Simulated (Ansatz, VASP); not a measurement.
# One calculation of AlN, two programs

```
Al N
1.0
     3.02680    0.00000    0.00000
    -1.51340    2.62129    0.00000
     0.00000    0.00000    5.53680
Al N
2 2
Direct
  0.33333 0.66667 0.00152
  0.66667 0.33333 0.50152
  0.33333 0.66667 0.38348
  0.66667 0.33333 0.88348
```

Alike in both runs: task relaxation of the atoms; functional LDA; k mesh 9 × 9 × 6; occupations gaussian, width 0.05 eV; no spin polarisation.

```csv
,VASP,Ansatz
version,VASP 6.6.1,Ansatz 0.2.0
potentials or method,"VASP PAW LDA potentials, release 64 (Al, N), cutoff 520 eV","scalar-relativistic, plane waves, PAW"
valence electrons in the cell,16,16
```

|  | VASP | Ansatz | Ansatz less VASP |
| --- | --- | --- | --- |
| gap on the k mesh at the Fermi level, each at its own relaxed structure (eV) | 3.07 | 3.09 | +0.011 |

Ansatz warns that its potentials were made for another functional, while VASP's fit it. LDA's correlation is that of Perdew and Zunger in VASP and of Perdew and Wang (1992) in Ansatz. Ansatz's warnings: stress scf threshold loose.
